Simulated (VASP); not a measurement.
Wanted: the native input for a VASP 6.6.1 run.

| Property | Result |
| --- | --- |
| Task | relaxation of cell and atoms |
| Functional | PBE |
| Potentials or basis | VASP PAW PBE potentials, release 64 (Mg_sv, Cd_sv_GW, S) |
| Cutoff | 750 eV |
| k mesh | 5 × 5 × 2 |
| Occupations | gaussian, width 0.2 eV |
| Spin | no spin polarisation |
| Dipole correction | no |
| Mended | yes |
| Further INCAR settings | ALGO = Normal; EDIFF = 1e-07; IBRION = 2; EDIFFG = -0.08; NSW = 36; ISIF = 3 |

The structure of Mg3CdS2 lies in POSCAR:

```
Mg3CdS2
1.0
    3.3778483900      0.0000000000      0.0000000000
    0.0000000000      3.3778483900      0.0000000000
    0.0000000000      0.0000000000     10.2268930400
Mg Cd S
3 1 2
Direct
    0.0000000000      0.0000000000      0.8390681100
    0.0000000000      0.0000000000      0.1609318900
    0.0000000000      0.0000000000      0.5000000000
    0.5000000000      0.5000000000      0.0000000000
    0.5000000000      0.5000000000      0.3248246900
    0.5000000000      0.5000000000      0.6751753100
```

The cell was built from a structure type or drawn by symmetry, and may not be a known phase.

These files were run (other wordings do the same):

INCAR

```
PREC = Accurate
ENCUT = 750
EDIFF = 1E-7
ISMEAR = 0
SIGMA = 0.2
LREAL = False
LASPH = True
NELM = 120
ALGO = Normal
ISIF = 3
LWAVE = False
LCHARG = False
GGA = PE
IBRION = 2
NSW = 36
EDIFFG = -0.08
GGA_COMPAT = False
NELMIN = 4
```

KPOINTS

```
regular mesh
0
Gamma
  5 5 2
```

Potentials or basis: VASP PAW PBE potentials, release 64 (Mg_sv, Cd_sv_GW, S).

Launch:

```bash
$ cat potpaw_PBE.64/Mg_sv/POTCAR potpaw_PBE.64/Cd_sv_GW/POTCAR potpaw_PBE.64/S/POTCAR > POTCAR
$ mpirun -np 1 vasp_std > vasp.out
```

It gave:

```
Relaxed volume                        : 18.88 Å³/atom
Relaxed cell                          : a = 3.297 Å, b = 3.297 Å, c = 10.424 Å, α = 90.00°, β = 90.00°, γ = 90.00°
Space group after relaxing (to 0.1 Å) : P4/mmm (No. 123)
Energy gained by relaxing             : 95.4 meV/atom
Ionic steps                           : 15
Pressure after relaxing               : 0.5 GPa
Largest force after relaxing          : 0.039 eV/Å
Band gap on the k mesh                : zero (bands 31 and 32 overlap by 0.62 eV)
```

Caveat: the k points lie up to 0.38 Å⁻¹ apart in the final cell, too coarse for converged energies and pressures of a metal; semilocal functionals underestimate gaps, so a narrow gap can read as zero; the relaxation stopped at a loose force limit of 0.08 eV/Å, so its end isn't a converged minimum.

It took 20 min on 1 thread of Intel(R) Xeon(R) Platinum 8488C (Sapphire Rapids) (shared host), peak memory 0.36 GiB.
